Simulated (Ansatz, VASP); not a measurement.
**One calculation of InSb, two programs**

```
CELL_PARAMETERS angstrom
0.00000 3.31661 3.31661
3.31661 0.00000 3.31661
3.31661 3.31661 0.00000
ATOMIC_POSITIONS crystal
In 0.00000 0.00000 0.00000
Sb 0.25000 0.25000 0.25000
```

Alike in both runs: task single point; functional PBE; k mesh 4 × 4 × 4; occupations gaussian, width 0.1 eV; no spin polarisation.

```csv
,VASP,Ansatz
version,VASP 6.6.1,Ansatz 0.2.0
potentials or method,"VASP PAW PBE potentials, release 64 (In_d, Sb), cutoff 520 eV","scalar-relativistic, plane waves, PAW"
valence electrons in the cell,18,28
```

VASP gave:

```
gap on the k mesh at the Fermi level (eV) : none
pressure (GPa)                            : 0.4
```

Problem. Which values does Ansatz return?

Solution. gap on the k mesh at the Fermi level (eV): none; pressure (GPa): 0.5.

A gap of «none» marks a metal or a gap that the smearing closes. VASP's potentials hold 18 valence electrons a cell and Ansatz's 28, so a difference there can come from the potentials and not from the codes.

The k mesh is coarse, so the values compare programs but aren't converged. Spin-orbit coupling is off throughout.
